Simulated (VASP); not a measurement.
V:

```
V
1.0
    -1.51435    1.51435    1.51435
     1.51435   -1.51435    1.51435
     1.51435    1.51435   -1.51435
V
1
Direct
  0.00000 0.00000 0.00000
```

* Program: VASP 6.6.1
* Task: relaxation of cell and atoms
* Functional: PBE
* Potentials or basis: VASP PAW PBE potentials, release 64 (V_sv)
* Cutoff: 600 eV
* k mesh: 20 × 20 × 20
* Occupations: gaussian, width 0.1 eV
* Spin: no spin polarisation

At the start: pressure -5.3 GPa; volume 13.89 Å³/atom.

Q: How do energy, volume and symmetry change on relaxing?

A: Over 3 steps the energy falls by 7.1 meV/atom and the volume is 13.47 Å³/atom (-3.0 %); space group Im-3m (No. 229, to 0.05 Å).

The path:
```tsv
step	energy change (eV)	largest force (eV/Å)	pressure (GPa)	volume (Å³)
1	0.0000	0.0000	-5.29	13.89
2	0.0032	0.0000	7.12	12.99
3	-0.0071	0.0000	-0.04	13.47
```

Final structure:
```xyz
1
Lattice="-1.4990 1.4990 1.4990 1.4990 -1.4990 1.4990 1.4990 1.4990 -1.4990" Properties=species:S:1:pos:R:3 pbc="T T T"
V     0.0000    0.0000    0.0000
```
